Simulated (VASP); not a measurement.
# Ru4N in VASP: notebook, part 2 of 2

VASP 6.6.1. The steps go on from the part before.

## (4) Single point, LDA

INCAR reads:

```
PREC = Accurate ; ENCUT = 520
EDIFF = 1E-6 ; ISMEAR = 0
SIGMA = 0.1 ; LREAL = F
LASPH = T ; NELM = 100
ALGO = Normal ; ISIF = 2
LWAVE = F ; LCHARG = T
LDIPOL = T ; IDIPOL = 3
DIPOL = 0.5 0.5 0.368 ; LELF = T
LVHAR = T ; LVACPOTAV = T
NBANDS = 38
```

KPOINTS reads:

```
regular mesh
0
Gamma
  12 12 1
```

POSCAR reads:

```
Ru4N
1.0
    2.6740588505      0.0000000000      0.0000000000
   -1.3370294252      2.3158028957      0.0000000000
    0.0000000000      0.0000000000     21.7621999150
Ru N
4 1
Direct
    0.6666666667      0.3333333333      0.1838049469
    0.3333333333      0.6666666667      0.2809173942
    0.6666666667      0.3333333333      0.3776317013
    0.3333333333      0.6666666667      0.4715607776
    1.0000000000      1.0000000000      0.5270055810
```

Potentials or basis: VASP PAW LDA potentials, release 64 (Ru_pv, N).

Run with:

```sh
$ cat potpaw_LDA.64/Ru_pv/POTCAR potpaw_LDA.64/N/POTCAR > POTCAR
$ mpirun -np 1 vasp_std > vasp.out
```

OUTCAR:

```text
PREC = Accurate
   ENCUT = 520
   EDIFF = 1E-6
   ISMEAR = 0
   LREAL = F
   LASPH = T
   NELM = 100
   ISIF = 2

 ion  position               nearest neighbor table
   1  0.667  0.333  0.184-   2 2.62   2 2.62   2 2.62
   2  0.333  0.667  0.281-   3 2.61   3 2.61   3 2.61   1 2.62   1 2.62   1 2.62
   3  0.667  0.333  0.378-   4 2.56   4 2.56   4 2.56   2 2.61   2 2.61   2 2.61
   4  0.333  0.667  0.472-   5 1.96   5 1.96   5 1.96   3 2.56   3 2.56   3 2.56
   5  0.000  0.000  0.527-   4 1.96   4 1.96   4 1.96

  LATTYP: Found a hexagonal cell.
 ALAT       =     2.6740588505
 C/A-ratio  =     8.1382651361

  Lattice vectors:

 A1 = (   2.6740588505,   0.0000000000,   0.0000000000)
 A2 = (  -1.3370294252,   2.3158028957,   0.0000000000)
 A3 = (   0.0000000000,   0.0000000000,  21.7621999150)

Analysis of symmetry for initial positions (statically):
=====================================================================
 Subroutine PRICEL returns:
 Original cell was already a primitive cell.

 Routine SETGRP: Setting up the symmetry group for a
 hexagonal supercell.

 Subroutine GETGRP returns: Found  6 space group operations
 (whereof  6 operations were pure point group operations)
 out of a pool of 24 trial point group operations.

The static configuration has the point symmetry C_3v.

Analysis of symmetry for dynamics (positions and initial velocities):
=====================================================================
 Subroutine PRICEL returns:
 Original cell was already a primitive cell.

 Routine SETGRP: Setting up the symmetry group for a
 hexagonal supercell.

 Subroutine GETGRP returns: Found  6 space group operations
 (whereof  6 operations were pure point group operations)
 out of a pool of 24 trial point group operations.

The dynamic configuration has the point symmetry C_3v.

 Subroutine INISYM returns: Found  6 space group operations
 (whereof  6 operations are pure point group operations),
 and found     1 'primitive' translations

----------------------------------------------------------------------------------------

                                     Primitive cell

  volume of cell :     134.7645

  direct lattice vectors                    reciprocal lattice vectors
     2.674058850  0.000000000  0.000000000     0.373963348  0.215907840  0.000000000
    -1.337029425  2.315802896  0.000000000     0.000000000  0.431815679  0.000000000
     0.000000000  0.000000000 21.762199915     0.000000000  0.000000000  0.045951237

  length of vectors
     2.674058850  2.674058850 21.762199915     0.431815679  0.431815679  0.045951237

  position of ions in fractional coordinates (direct lattice)
     0.666666667  0.333333333  0.183804947
     0.333333333  0.666666667  0.280917394
     0.666666667  0.333333333  0.377631701
     0.333333333  0.666666667  0.471560778
     0.000000000  0.000000000  0.527005581

  ion indices of the primitive-cell ions
   primitive index   ion index
                 1           1
                 2           2
                 3           3
                 4           4
                 5           5

----------------------------------------------------------------------------------------

[... 30 lines left out ...]
  0.333333  0.000000  0.000000      6.000000
  0.416667  0.000000  0.000000      6.000000
[... 11 lines left out ...]
  0.333333  0.250000  0.000000     12.000000
  0.333333  0.333333  0.000000      2.000000
   k-points           NKPTS =     19   k-points in BZ     NKDIM =     19   number of bands    NBANDS=     38
   number of dos      NEDOS =    301   number of ions     NIONS =      5
   total plane-waves  NPLWV =  64800
   dimension x,y,z NGX =    20 NGY =   20 NGZ =  162
   dimension x,y,z NGXF=    40 NGYF=   40 NGZF=  324
   ions per type =               4   1
   NGX,Y,Z   is equivalent  to a cutoff of  12.43, 12.43, 12.38 a.u.
   NGXF,Y,Z  is equivalent  to a cutoff of  24.87, 24.87, 24.75 a.u.
 SYSTEM =  unknown system
   PREC   = accura    normal or accurate (medium, high low for compatibility)
   ISTART =      0    job   : 0-new  1-cont  2-samecut
   ICHARG =      2    charge: 1-file 2-atom 10-const
   ISPIN  =      1    spin polarized calculation?
   LNONCOLLINEAR =      F non collinear calculations
   LSORBIT =      F    spin-orbit coupling
   LASPH  =      T    aspherical Exc in radial PAW
   ENCUT  =  520.0 eV  38.22 Ry    6.18 a.u.   4.97  4.97 40.46*2*pi/ulx,y,z
   NELM   =    100;   NELMIN=  2; NELMDL= -5     # of ELM steps
   EDIFF  = 0.1E-05   stopping-criterion for ELM
   LREAL  =      F    real-space projection
   EDIFFG = 0.1E-04   stopping-criterion for IOM
   NSW    =      0    number of steps for IOM
   IBRION =     -1    ionic relax: 0-MD 1-quasi-New 2-CG
   NFREE  =      0    steps in history (QN), initial steepest desc. (CG)
   ISIF   =      2    stress and relaxation
   ISYM   =      2    0-nonsym 1-usesym 2-fastsym
   POTIM  = 0.5000    time-step for ionic-motion
   TEBEG  =    0.0;   TEEND  =   0.0 temperature during run
   PSTRESS=    0.0 pullay stress
   NELECT =      61.0000    total number of electrons
   NUPDOWN=      -1.0000    fix difference up-down
   EMIN   =  10.00;   EMAX   =-10.00  energy-range for DOS
   EFERMI =   0.00;   METHOD = LEGACY
   ISMEAR =     0;   SIGMA  =   0.10  broadening in eV -4-tet -1-fermi 0-gaus
   EFERMI_NEDOS =   21; number of points for ismear=-14 and -15
   IALGO  =     38    algorithm
   IMIX   =      4    mixing-type and parameters
     AMIX     =   0.40;   BMIX     =  1.00
     AMIX_MAG =   1.60;   BMIX_MAG =  1.00
  volume/ion in A,a.u.               =      26.95       181.89
  Fermi-wavevector in a.u.,A,eV,Ry     =   1.256974  2.375337 21.496986  1.579984
  Thomas-Fermi vector in A             =   2.390656
   LORBIT       =      0    0 simple, 1 ext, 2 COOP (PROOUT), +10 PAW based schemes
   GGA     = CA    functional components
   LHFCALC =     F    Hartree Fock is set to
   AEXX    =    0.0000 exact exchange contribution
   IVDW    =     0    specifies the selected vdW correction
   LEPSILON=     F    determine dielectric tensor
   LRPA    =     F    only Hartree local field effects (RPA)
 non-spin polarized calculation
 Gauss-broadening in eV      SIGMA  =   0.10
  energy-cutoff  :      520.00
  volume of cell :      134.76
 maximum number of plane-waves:      3677
 NGX is ok and might be reduce to    20
   NGX =  9   NGY =  9   NGZ = 81

 dipolmoment           0.000000      0.000000     -0.032453 electrons x Angstroem

 number of electron      60.9999999 magnetization

 dipolmoment           0.000000      0.000000      0.072877 electrons x Angstroem

 Free energy of the ion-electron system (eV)
  ---------------------------------------------------
  ext. energy  EPLUGINS =         0.00000000
  ---------------------------------------------------
  free energy    TOTEN  =       -48.68637815 eV

  energy without entropy =      -48.66308851  energy(sigma->0) =      -48.67473333

 E-fermi :   1.8622     XC(G=0):  -7.0510

 val. band max:        1.8339273873   @ k =   0.3333   0.0833   0.0000
 cond. band min:       1.8634129162   @ k =   0.0833   0.0000   0.0000
 fundamental gap:      0.0294855288
 Fermi energy:         1.8621765186

 k-point     1 :       0.0000    0.0000    0.0000
  band No.  band energies     occupation
      1     -42.0701      2.00000
      2     -41.5772      2.00000
      3     -41.4223      2.00000
      4     -41.4223      2.00000
      5     -40.9614      2.00000
      6     -40.8229      2.00000
[... 768 lines left out ...]
     37       9.5057      0.00000
     38       9.6905      0.00000

------------------------ aborting loop because EDIFF is reached ----------------------------------------

  FORCE on cell =-STRESS in cart. coord.  units (eV):
  Direction    XX          YY          ZZ          XY          YZ          ZX
  --------------------------------------------------------------------------------------
  -------------------------------------------------------------------------------------
  Total        0.8206528      0.8206528      4.4752758      0.0000000      0.0000000     -0.0000000
  in kB        9.7565144      9.7565144     53.2053168      0.0000000      0.0000000     -0.0000000
  external PRESSURE =      24.2394486 kB  Pullay stress =       0.0000000 kB

 VOLUME and BASIS-vectors are now :
 -----------------------------------------------------------------------------
  energy-cutoff  :      520.00
  volume of cell :      134.76
      direct lattice vectors                 reciprocal lattice vectors
     2.674058850  0.000000000  0.000000000     0.373963348  0.215907840  0.000000000
    -1.337029425  2.315802896  0.000000000     0.000000000  0.431815679  0.000000000
     0.000000000  0.000000000 21.762199915     0.000000000  0.000000000  0.045951237

 POSITION                                       TOTAL-FORCE (eV/Angst)
 -----------------------------------------------------------------------------------
      1.33703      0.77193      4.00000         0.000000      0.000000      0.894817
     -0.00000      1.54387      6.11338         0.000000      0.000000     -0.830245
      1.33703      0.77193      8.21810        -0.000000      0.000000     -3.196136
     -0.00000      1.54387     10.26220         0.000000      0.000000      3.032116
      0.00000      0.00000     11.46880        -0.000000     -0.000000      0.099448
 -----------------------------------------------------------------------------------
    total drift:                                0.000000     -0.000000      0.001891

  FREE ENERGIE OF THE ION-ELECTRON SYSTEM (eV)
  ---------------------------------------------------
  free  energy   TOTEN  =       -48.6863781547 eV

  energy  without entropy=      -48.6630885121  energy(sigma->0) =      -48.67473333

 vacuum level on the upper side and lower side of the slab         9.422         7.293
```

stdout:

```text
POSCAR found type information on POSCAR RuN
 POSCAR found :  2 types and       5 ions
 scaLAPACK will be used
 LDA part: xc-table for (Slater(with rela. corr.)+CA(PZ))
 , standard interpolation
 POSCAR, INCAR and KPOINTS ok, starting setup
 FFT: planning ... GRIDC
 FFT: planning ... GRID_SOFT
 FFT: planning ... GRID
 WAVECAR not read
 entering main loop
 -----------------------------------------------------------------------------
|                                                                             |
|           W    W    AA    RRRRR   N    N  II  N    N   GGGG   !!!           |
|           W    W   A  A   R    R  NN   N  II  NN   N  G    G  !!!           |
|           W    W  A    A  R    R  N N  N  II  N N  N  G       !!!           |
|           W WW W  AAAAAA  RRRRR   N  N N  II  N  N N  G  GGG   !            |
|           WW  WW  A    A  R   R   N   NN  II  N   NN  G    G                |
|           W    W  A    A  R    R  N    N  II  N    N   GGGG   !!!           |
|                                                                             |
|     Did not find any points to average over, which means that no vacuum     |
|     field-free region was found. Please increase the size of  your cell     |
|     in the dimension of the dipole correction to obtain accurate            |
|     workfunction values.                                                    |
|                                                                             |
 -----------------------------------------------------------------------------
```

It took 2.1 min on 1 thread of Intel Xeon 6975P-C (Granite Rapids), shared host; peak memory 0.23 GiB.

Results:

| Property | Result |
| --- | --- |
| Free energy | -48.6864 eV |
| Largest force | 3.196 eV/Å |

Forces in eV/Å, atoms in the order of the input:
```
Ru   0.000  0.000  0.895
Ru   0.000  0.000 -0.830
Ru   0.000  0.000 -3.196
Ru   0.000  0.000  3.032
N    0.000  0.000  0.099
```

Levels at points of the mesh, in eV from the Fermi level:
```tsv
k point	band 26	band 27	band 28	band 29	band 30	band 31	band 32	band 33	band 34	band 35
(0.00, 0.00, 0.00)	-2.19	-2.19	-1.45	-1.39	-1.39	-0.69	-0.69	-0.18	0.31	0.31
(0.50, 0.00, 0.00)	-1.08	-0.97	-0.39	0.65	0.94	1.20	1.48	1.58	1.74	2.11
```

## (5) Single point, LDA

INCAR reads:

```
  PREC = Accurate
  ENCUT = 520
  EDIFF = 1E-6
  ISMEAR = 0
  SIGMA = 0.1
  LREAL = F
  LASPH = T
  NELM = 120
  ALGO = Normal
  ISIF = 2
  LWAVE = F
  LCHARG = F
  LDIPOL = T
  IDIPOL = 3
  DIPOL = 0.5 0.5 0.372
  GGA = CA
  NBANDS = 42
  GGA_COMPAT = F
  NELMDL = -8
```

KPOINTS reads:

```
Automatic mesh
0
Gamma
  12 12 1
```

Changes to POSCAR since step 4:

```diff
@@ -12,2 +12,2 @@
     0.3333333333      0.6666666667      0.4715607776
-    1.0000000000      1.0000000000      0.5270055810
+    0.3333333333      0.6666666667      0.5475041857
```

Potentials or basis: VASP PAW LDA potentials, release 64 (Ru_sv, N).

Run with:

```sh
$ cat potpaw_LDA.64/Ru_sv/POTCAR potpaw_LDA.64/N/POTCAR > POTCAR
$ mpirun -np 1 vasp_std > vasp.out
```

Wall time 3.6 min (1 thread of Intel Xeon Platinum 8375C at 2.90GHz (Ice Lake), shared host); peak memory 0.24 GiB.

It converged, with:

```
Free energy   : -47.6011 eV
Largest force : 2.819 eV/Å
```

Forces on the atoms (eV/Å):
```
Ru   0.000  0.000  0.810
Ru   0.000  0.000 -0.762
Ru   0.000  0.000 -2.819
Ru   0.000  0.000  2.571
N    0.000  0.000  0.201
```

Levels at points of the mesh, in eV from the Fermi level:
| k point | band 30 | band 31 | band 32 | band 33 | band 34 | band 35 | band 36 | band 37 | band 38 | band 39 |
| --- | --- | --- | --- | --- | --- | --- | --- | --- | --- | --- |
| (0.00, 0.00, 0.00) | -2.26 | -2.26 | -2.15 | -1.86 | -1.86 | -0.63 | -0.63 | -0.29 | 0.55 | 0.55 |
| (0.50, 0.00, 0.00) | -1.16 | -0.81 | 0.14 | 0.87 | 0.95 | 1.38 | 1.56 | 1.86 | 2.16 | 2.60 |
